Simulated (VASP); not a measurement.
# MoS2 (R3m) in VASP: a series of runs

MoS2 is run at these levels: PBE; tasks: single point.

All numbers are computed with VASP 6.6.1; they aren't measurements. Logs are shortened: lines on timing, memory, paths and dates and some standing lists are left out, and cuts for length are marked.

**1. The cell of the first run**

The structure is trigonal, space group R3m (No. 160). Conventional cell: a = 3.162 Å, b = 3.162 Å, c = 18.382 Å, α = 90.00°, β = 90.00°, γ = 120.00°. Within 3.2 Å of Mo (site symmetry 3m) lie 6 S at 2.40 Å and 6 Mo at 3.16 Å. Within 3.2 Å of S (site symmetry 3m) lie 3 Mo at 2.40 Å and 7 S at 3.13 to 3.16 Å. S (site symmetry 3m) has 3 Mo at 2.40 Å and 7 S at 3.13 to 3.16 Å within 3.2 Å.

**2. Single point, PBE, non-collinear spin, zero start, spin-orbit coupling**

INCAR reads:

```
PREC = Accurate
ENCUT = 520
EDIFF = 1E-6
ISMEAR = 0
SIGMA = 0.05
LREAL = False
LASPH = True
NELM = 150
ALGO = Normal
ISIF = 2
LWAVE = False
LCHARG = False
MAGMOM = 0 0 0 0 0 0 0 0 0
LORBIT = 11
LSORBIT = True
GGA_COMPAT = False
LORBMOM = True
LMAXMIX = 4
GGA = PE
NBANDS = 39
```

KPOINTS reads:

```
Automatic mesh
0
Gamma
  8 8 8
```

POSCAR reads:

```
MoS2
1.0
    1.5809626950      0.9127692375      6.1274902416
   -1.5809626950      0.9127692375      6.1274902416
    0.0000000000     -1.8255384751      6.1274902416
Mo S
1 2
Direct
    0.0000063122      0.0000063122      0.0000063122
    0.7516939150      0.7516939150      0.7516939150
    0.5815997728      0.5815997728      0.5815997728
```

Potentials or basis: VASP PAW PBE potentials, release 64 (Mo_sv, S).

Launch:

```console
> cat potpaw_PBE.64/Mo_sv/POTCAR potpaw_PBE.64/S/POTCAR > POTCAR
> mpirun -np 1 vasp_ncl > vasp.out
```

OUTCAR:

```text
PREC = Accurate
   ENCUT = 520
   EDIFF = 1E-6
   ISMEAR = 0
   LREAL = False
   LASPH = True
   NELM = 150
   ISIF = 2
   LORBIT = 11
   LSORBIT = True
   GGA = PE

 ion  position               nearest neighbor table
   1  0.000  0.000  0.000-   2 2.40   2 2.40   2 2.40   3 2.40   3 2.40   3 2.40
   2  0.752  0.752  0.752-   1 2.40   1 2.40   1 2.40
   3  0.582  0.582  0.582-   1 2.40   1 2.40   1 2.40

  LATTYP: Found a trigonal (rhomboedric) cell.
 ALAT       =     6.3936474242
 COS(alpha) =     0.8777142439

  Lattice vectors:

 A1 = (   1.5809626950,   0.9127692375,   6.1274902416)
 A2 = (  -1.5809626950,   0.9127692375,   6.1274902416)
 A3 = (   0.0000000000,  -1.8255384751,   6.1274902416)

Analysis of symmetry for initial positions (statically):
=====================================================================
 Subroutine PRICEL returns:
 Original cell was already a primitive cell.

 Routine SETGRP: Setting up the symmetry group for a
 trigonal (rhombohedral) supercell.

 Subroutine GETGRP returns: Found  6 space group operations
 (whereof  6 operations were pure point group operations)
 out of a pool of 12 trial point group operations.

The static configuration has the point symmetry C_3v.

Analysis of symmetry for dynamics (positions and initial velocities):
=====================================================================
 Subroutine PRICEL returns:
 Original cell was already a primitive cell.

 Routine SETGRP: Setting up the symmetry group for a
 trigonal (rhombohedral) supercell.

 Subroutine GETGRP returns: Found  6 space group operations
 (whereof  6 operations were pure point group operations)
 out of a pool of 12 trial point group operations.

The dynamic configuration has the point symmetry C_3v.

Analysis of structural, dynamic, and magnetic symmetry:
=====================================================================
 Subroutine PRICEL returns:
 Original cell was already a primitive cell.

 Routine SETGRP: Setting up the symmetry group for a
 trigonal (rhombohedral) supercell.

 Subroutine GETGRP returns: Found  6 space group operations
 (whereof  6 operations were pure point group operations)
 out of a pool of 12 trial point group operations.

The overall configuration has the point symmetry C_3v.

 Subroutine INISYM returns: Found  6 space group operations
[... 1166 lines left out ...]
      0.00000     -0.00000      0.00012         0.000000     -0.000000      0.000160
      0.00000     -0.00000     13.81799         0.000000      0.000000     -0.011397
      0.00000     -0.00000     10.69124         0.000000     -0.000000      0.011237
 -----------------------------------------------------------------------------------
    total drift:                                0.000000      0.000000     -0.000030

  FREE ENERGIE OF THE ION-ELECTRON SYSTEM (eV)
  ---------------------------------------------------
  free  energy   TOTEN  =       -21.8962056616 eV

  energy  without entropy=      -21.8962056616  energy(sigma->0) =      -21.89620566

 orbital moment (x)

 # of ion     p       d       tot
 ----------------------------------------
  1        -0.000  -0.000  -0.000
  2         0.000   0.000   0.000
  3         0.000   0.000   0.000
 ----------------------------------------
            0.000  -0.000   0.000

 orbital moment (y)

 # of ion     p       d       tot
 ----------------------------------------
  1         0.000   0.000   0.000
  2         0.000   0.000   0.000
  3         0.000   0.000   0.000
 ----------------------------------------
            0.000   0.000   0.000

 orbital moment (z)

 # of ion     p       d       tot
 ----------------------------------------
  1         0.000   0.000   0.000
  2         0.000   0.000   0.000
  3         0.000   0.000   0.000
 ----------------------------------------
            0.000   0.000   0.000

 Spin-Orbit-Coupling matrix elements

 Ion:    1  E_soc:     -0.1919156
 l=   1
     0.0000000    -0.0294233    -0.0294584
    -0.0294233     0.0000000    -0.0294233
    -0.0294584    -0.0294233     0.0000000
 l=   2
     0.0000000    -0.0004843     0.0000000    -0.0004843    -0.0021674
    -0.0004843     0.0000000    -0.0015711    -0.0004061    -0.0004843
     0.0000000    -0.0015711     0.0000000    -0.0015711     0.0000000
    -0.0004843    -0.0004061    -0.0015711     0.0000000    -0.0004843
    -0.0021674    -0.0004843     0.0000000    -0.0004843     0.0000000
 l=   3
     0.0000000     0.0000000     0.0000000     0.0000000     0.0000000     0.0000000     0.0000000
     0.0000000     0.0000000     0.0000000     0.0000000     0.0000000     0.0000000     0.0000000
     0.0000000     0.0000000     0.0000000     0.0000000     0.0000000     0.0000000     0.0000000
     0.0000000     0.0000000     0.0000000     0.0000000     0.0000000     0.0000000     0.0000000
[... 29 lines left out ...]
 l=   2
     0.0000000     0.0000000     0.0000000     0.0000000     0.0000000
     0.0000000     0.0000000     0.0000000     0.0000000     0.0000000
     0.0000000     0.0000000     0.0000000     0.0000000     0.0000000
     0.0000000     0.0000000     0.0000000     0.0000000     0.0000000
     0.0000000     0.0000000     0.0000000     0.0000000     0.0000000
 l=   3
     0.0000000     0.0000000     0.0000000     0.0000000     0.0000000     0.0000000     0.0000000
     0.0000000     0.0000000     0.0000000     0.0000000     0.0000000     0.0000000     0.0000000
     0.0000000     0.0000000     0.0000000     0.0000000     0.0000000     0.0000000     0.0000000
     0.0000000     0.0000000     0.0000000     0.0000000     0.0000000     0.0000000     0.0000000
     0.0000000     0.0000000     0.0000000     0.0000000     0.0000000     0.0000000     0.0000000
     0.0000000     0.0000000     0.0000000     0.0000000     0.0000000     0.0000000     0.0000000
     0.0000000     0.0000000     0.0000000     0.0000000     0.0000000     0.0000000     0.0000000

 total charge

# of ion       s       p       d       tot
------------------------------------------
    1        2.292   6.224   3.955  12.471
    2        1.365   2.341   0.000   3.706
    3        1.365   2.341   0.000   3.706
--------------------------------------------------
tot          5.022  10.906   3.955  19.883

 magnetization (x)

# of ion       s       p       d       tot
------------------------------------------
    1        0.000   0.000   0.000   0.000
    2        0.000   0.000   0.000   0.000
    3        0.000   0.000   0.000   0.000
--------------------------------------------------
tot          0.000   0.000   0.000   0.000

 magnetization (y)

# of ion       s       p       d       tot
------------------------------------------
    1        0.000   0.000   0.000   0.000
    2       -0.000   0.000   0.000  -0.000
    3        0.000   0.000   0.000   0.000
--------------------------------------------------
tot         -0.000   0.000   0.000  -0.000

 magnetization (z)

# of ion       s       p       d       tot
------------------------------------------
    1        0.000   0.000   0.000   0.000
    2        0.000   0.000   0.000   0.000
    3        0.000   0.000   0.000   0.000
--------------------------------------------------
tot          0.000   0.000   0.000   0.000
```

stdout:

```text
POSCAR found type information on POSCAR MoS
 POSCAR found :  2 types and       3 ions
 scaLAPACK will be used
 LDA part: xc-table for (Slater+PW92), standard interpolation
 POSCAR, INCAR and KPOINTS ok, starting setup
 FFT: planning ... GRIDC
 FFT: planning ... GRID_SOFT
 FFT: planning ... GRID
 WAVECAR not read
 entering main loop
```

It took 20 min on 1 thread of Intel Xeon 6975P-C (Granite Rapids), shared host; peak memory 0.89 GiB.

What came out:

```
Free energy                                           : -21.8962 eV
Pressure                                              : 2.8 GPa
Largest force                                         : 0.011 eV/Å
Net moment                                            : 0.00 μB per cell
Valence electrons inside the program's atomic spheres : Mo 12.47; S 3.71
```

Forces in eV/Å, atoms in the order of the input:
```
Mo   0.000  0.000  0.000
S    0.000  0.000 -0.011
S    0.000  0.000  0.011
```

Moments on the atoms (μB; x, y, z):
```
Mo  0.00 0.00 0.00
S   0.00 0.00 0.00
S   0.00 0.00 0.00
```

**3. Single point, PBE, non-collinear spin, zero start, spin-orbit coupling (18.57 Å³/atom)**

This run uses another cell than the first one, of 18.57 Å³/atom.

INCAR reads:

```
SYSTEM = MoS2
ALGO = Normal ; EDIFF = 1E-7
ENCUT = 520 ; GGA = PE
GGA_COMPAT = .False. ; ISIF = 2
ISMEAR = 0 ; LASPH = .True.
LCHARG = .True. ; LMAXMIX = 4
LORBIT = 11 ; LORBMOM = .True.
LREAL = .False. ; LSORBIT = .True.
LVHAR = .True. ; LWAVE = .False.
MAGMOM = 0 0 0 0 0 0 0 0 0 ; NBANDS = 39
NELM = 150 ; PREC = Accurate
SIGMA = 0.05
```

KPOINTS reads:

```
k-points
0
Gamma
  8 8 8
  0 0 0
```

POSCAR reads:

```
MoS2
1.0
    1.6068847235      0.9277353276      6.2279587580
   -1.6068847235      0.9277353276      6.2279587580
    0.0000000000     -1.8554706553      6.2279587580
Mo S
1 2
Direct
    0.0000063122      0.0000063122      0.0000063122
    0.7516939150      0.7516939150      0.7516939150
    0.5815997728      0.5815997728      0.5815997728
```

Potentials or basis: VASP PAW PBE potentials, release 64 (Mo_sv, S).

Launch:

```console
> cat potpaw_PBE.64/Mo_sv/POTCAR potpaw_PBE.64/S/POTCAR > POTCAR
> mpirun -np 1 vasp_ncl > vasp.out
```

OUTCAR:

```text
SYSTEM = MoS2
   EDIFF = 1E-7
   ENCUT = 520
   GGA = PE
   ISIF = 2
   ISMEAR = 0
   LASPH = .True.
   LORBIT = 11
   LREAL = .False.
   LSORBIT = .True.
   NELM = 150
   PREC = Accurate

 ion  position               nearest neighbor table
   1  0.000  0.000  0.000-   2 2.44   2 2.44   2 2.44   3 2.44   3 2.44   3 2.44
   2  0.752  0.752  0.752-   1 2.44   1 2.44   1 2.44
   3  0.582  0.582  0.582-   1 2.44   1 2.44   1 2.44

  LATTYP: Found a trigonal (rhomboedric) cell.
 ALAT       =     6.4984799487
 COS(alpha) =     0.8777142439

  Lattice vectors:

 A1 = (   1.6068847235,   0.9277353276,   6.2279587580)
 A2 = (  -1.6068847235,   0.9277353276,   6.2279587580)
 A3 = (   0.0000000000,  -1.8554706553,   6.2279587580)

Analysis of symmetry for initial positions (statically):
=====================================================================
 Subroutine PRICEL returns:
 Original cell was already a primitive cell.

 Routine SETGRP: Setting up the symmetry group for a
 trigonal (rhombohedral) supercell.

 Subroutine GETGRP returns: Found  6 space group operations
[... 1255 lines left out ...]
    -0.0005087    -0.0004240    -0.0016649     0.0000000    -0.0005087
    -0.0023000    -0.0005087     0.0000000    -0.0005087     0.0000000
 l=   3
     0.0000000     0.0000000     0.0000000     0.0000000     0.0000000     0.0000000     0.0000000
     0.0000000     0.0000000     0.0000000     0.0000000     0.0000000     0.0000000     0.0000000
     0.0000000     0.0000000     0.0000000     0.0000000     0.0000000     0.0000000     0.0000000
     0.0000000     0.0000000     0.0000000     0.0000000     0.0000000     0.0000000     0.0000000
[... 29 lines left out ...]
 l=   2
     0.0000000     0.0000000     0.0000000     0.0000000     0.0000000
     0.0000000     0.0000000     0.0000000     0.0000000     0.0000000
     0.0000000     0.0000000     0.0000000     0.0000000     0.0000000
     0.0000000     0.0000000     0.0000000     0.0000000     0.0000000
     0.0000000     0.0000000     0.0000000     0.0000000     0.0000000
 l=   3
     0.0000000     0.0000000     0.0000000     0.0000000     0.0000000     0.0000000     0.0000000
     0.0000000     0.0000000     0.0000000     0.0000000     0.0000000     0.0000000     0.0000000
     0.0000000     0.0000000     0.0000000     0.0000000     0.0000000     0.0000000     0.0000000
     0.0000000     0.0000000     0.0000000     0.0000000     0.0000000     0.0000000     0.0000000
     0.0000000     0.0000000     0.0000000     0.0000000     0.0000000     0.0000000     0.0000000
     0.0000000     0.0000000     0.0000000     0.0000000     0.0000000     0.0000000     0.0000000
     0.0000000     0.0000000     0.0000000     0.0000000     0.0000000     0.0000000     0.0000000

 total charge

# of ion       s       p       d       tot
------------------------------------------
    1        2.278   6.201   3.875  12.354
    2        1.365   2.317   0.000   3.682
    3        1.365   2.317   0.000   3.682
--------------------------------------------------
tot          5.008  10.835   3.875  19.717

 magnetization (x)

# of ion       s       p       d       tot
------------------------------------------
    1        0.000   0.000   0.000   0.000
    2       -0.000   0.000   0.000  -0.000
    3        0.000  -0.000   0.000  -0.000
--------------------------------------------------
tot         -0.000  -0.000   0.000  -0.000

 magnetization (y)

# of ion       s       p       d       tot
------------------------------------------
    1        0.000  -0.000   0.000   0.000
    2        0.000   0.000   0.000   0.000
    3        0.000   0.000   0.000   0.000
--------------------------------------------------
tot          0.000  -0.000   0.000   0.000

 magnetization (z)

# of ion       s       p       d       tot
------------------------------------------
    1        0.000   0.000   0.000   0.000
    2        0.000   0.000   0.000   0.000
    3        0.000   0.000   0.000   0.000
--------------------------------------------------
tot          0.000   0.000   0.000   0.000
```

OSZICAR:

```text
N       E                     dE             d eps       ncg     rms          rms(c)
DAV:   1     0.206397390237E+03    0.20640E+03   -0.13685E+04 10040   0.126E+03
DAV:   2    -0.128326134402E+02   -0.21923E+03   -0.21001E+03 11212   0.335E+02
DAV:   3    -0.232883721797E+02   -0.10456E+02   -0.10287E+02 11483   0.669E+01
DAV:   4    -0.234599510164E+02   -0.17158E+00   -0.17143E+00 11362   0.897E+00
DAV:   5    -0.234630742919E+02   -0.31233E-02   -0.31230E-02 11504   0.121E+00    0.220E+01
DAV:   6    -0.223892073644E+02    0.10739E+01   -0.59076E+00 10127   0.212E+01    0.864E+00
DAV:   7    -0.219848500662E+02    0.40436E+00   -0.21338E+00  9831   0.127E+01    0.531E+00
DAV:   8    -0.218853412573E+02    0.99509E-01   -0.23969E-01 10856   0.420E+00    0.189E+00
DAV:   9    -0.218867448518E+02   -0.14036E-02   -0.34535E-02 11191   0.118E+00    0.653E-01
DAV:  10    -0.218849560868E+02    0.17888E-02   -0.67980E-03 10959   0.729E-01    0.274E-01
DAV:  11    -0.218851199298E+02   -0.16384E-03   -0.73026E-04 12008   0.178E-01    0.987E-02
DAV:  12    -0.218850386139E+02    0.81316E-04   -0.27612E-04 11016   0.137E-01    0.216E-02
DAV:  13    -0.218850416197E+02   -0.30059E-05   -0.24580E-05 10976   0.359E-02    0.185E-02
DAV:  14    -0.218850467265E+02   -0.51067E-05   -0.10335E-05 11023   0.229E-02    0.548E-03
DAV:  15    -0.218850469439E+02   -0.21747E-06   -0.49869E-07 10632   0.508E-03    0.291E-03
DAV:  16    -0.218850468539E+02    0.89986E-07   -0.48059E-07 10067   0.461E-03
   1 F= -.21885047E+02 E0= -.21885047E+02  d E =-.416447E-15  mag=     0.0000    -0.0000    -0.0000
```

Run time: 23 min. Hardware: 1 thread of Intel Xeon 6975P-C (Granite Rapids), shared host; peak memory 0.95 GiB.

What came out:

```
Free energy                                           : -21.8850 eV
Pressure                                              : -4.0 GPa
Largest force                                         : 0.735 eV/Å
Net moment                                            : 0.00 μB per cell
Valence electrons inside the program's atomic spheres : Mo 12.35; S 3.68
```

Forces in eV/Å, atoms in the order of the input:
```
Mo   0.000  0.000  0.000
S    0.000  0.000 -0.735
S    0.000  0.000  0.735
```

Stress tensor (GPa, compression positive):
```
-3.76  0.00  0.00
 0.00 -3.76  0.00
 0.00  0.00 -4.53
```

Moments on the atoms (μB; x, y, z):
```
Mo  0.00 0.00 0.00
S   0.00 0.00 0.00
S   0.00 0.00 0.00
```

Caveat: the cell stands under tension.

**4. Single point, PBE, collinear spin**

INCAR reads:

```
ALGO = Normal ; EDIFF = 1E-7
ENCUT = 520 ; GGA = PE
ISIF = 2 ; ISMEAR = 0
ISPIN = 2 ; LASPH = T
LCHARG = F ; LMAXMIX = 4
LORBIT = 11 ; LREAL = F
LWAVE = F ; MAGMOM = 0.05 0 0
NBANDS = 24 ; NELM = 150
PREC = Accurate ; SIGMA = 0.05
```

KPOINTS reads:

```
k-points
0
Gamma
  12 12 12
```

POSCAR reads:

```
MoS2
1.0
    1.5809626950      0.9127692375      6.1274902416
   -1.5809626950      0.9127692375      6.1274902416
    0.0000000000     -1.8255384751      6.1274902416
Mo S
1 2
Direct
    0.0000063122      0.0000063122      0.0000063122
    0.7516939150      0.7516939150      0.7516939150
    0.5815997728      0.5815997728      0.5815997728
```

Launch:

```console
> cat potpaw_PBE.64/Mo_sv/POTCAR potpaw_PBE.64/S/POTCAR > POTCAR
> mpirun -np 1 vasp_std > vasp.out
```

Wall time 19 min (1 thread of Intel Xeon Platinum 8375C at 2.90GHz (Ice Lake), shared host); peak memory 0.63 GiB.

It converged, with:

```yaml
Free_energy: -21.7980 eV
Pressure: 2.8 GPa
Largest_force: 0.014 eV/Å
Band_gap_on_the_k_mesh: 0.92 eV (least direct gap 1.75 eV)
Net_moment: 0.00 μB per cell
Valence_electrons_inside_the_program's_atomic_spheres: Mo 12.47; S 3.71
```

Forces in eV/Å, atoms in the order of the input:
```
Mo   0.000  0.000  0.000
S    0.000  0.000 -0.014
S    0.000  0.000  0.014
```

Levels at points of the mesh, in eV from the valence-band top:
Spin up:
| k point | band 11 | band 12 | band 13 | band 14 | band 15 | band 16 |
| --- | --- | --- | --- | --- | --- | --- |
| (0.00, 0.00, 0.00) | -2.20 | -1.22 | -1.18 | 2.05 | 2.05 | 2.42 |
| (0.50, 0.00, 0.00) | -2.36 | -1.55 | -1.45 | 1.65 | 2.04 | 3.42 |
| (0.50, 0.50, 0.00) | -2.95 | -1.76 | -1.28 | 1.60 | 2.18 | 3.01 |
| (0.50, 0.50, 0.50) | -2.16 | -2.16 | 0.00 | 2.15 | 2.15 | 2.28 |
Spin down:
| k point | band 9 | band 10 | band 11 | band 12 | band 13 | band 14 | band 15 | band 16 | band 17 | band 18 |
| --- | --- | --- | --- | --- | --- | --- | --- | --- | --- | --- |
| (0.00, 0.00, 0.00) | -3.29 | -2.20 | -2.20 | -1.22 | -1.18 | 2.05 | 2.05 | 2.42 | 2.42 | 5.58 |
| (0.50, 0.00, 0.00) | -4.98 | -3.92 | -2.36 | -1.55 | -1.45 | 1.65 | 2.04 | 3.42 | 3.50 | 5.32 |
| (0.50, 0.50, 0.00) | -4.67 | -3.83 | -2.95 | -1.76 | -1.27 | 1.60 | 2.18 | 3.01 | 3.88 | 6.05 |
| (0.50, 0.50, 0.50) | -3.30 | -3.30 | -2.16 | -2.16 | 0.00 | 2.15 | 2.15 | 2.28 | 2.28 | 5.69 |

A k mesh can miss the band edges.

**5. Summary**

```csv
spin,cell,k mesh,pressure (GPa),moment (μB),largest force (eV/Å)
"non-collinear, zero start, SOC","a = 6.394 Å, angles 28.6°, 3 atoms",8 × 8 × 8,2.8,0.00,0.01
"non-collinear, zero start, SOC","a = 6.498 Å, angles 28.6°, 3 atoms",8 × 8 × 8,-4.0,0.00,0.73
collinear,"a = 6.394 Å, angles 28.6°, 3 atoms",12 × 12 × 12,2.8,0.00,0.01
```

Alike in all rows: task single point; level PBE; potentials or basis VASP PAW PBE potentials, release 64 (Mo_sv, S); cutoff (eV) 520; smearing gaussian 0.05 eV.

Caveats: the cell stands under tension (at least some runs).

Absolute energies hang on the potentials; compare differences alone.
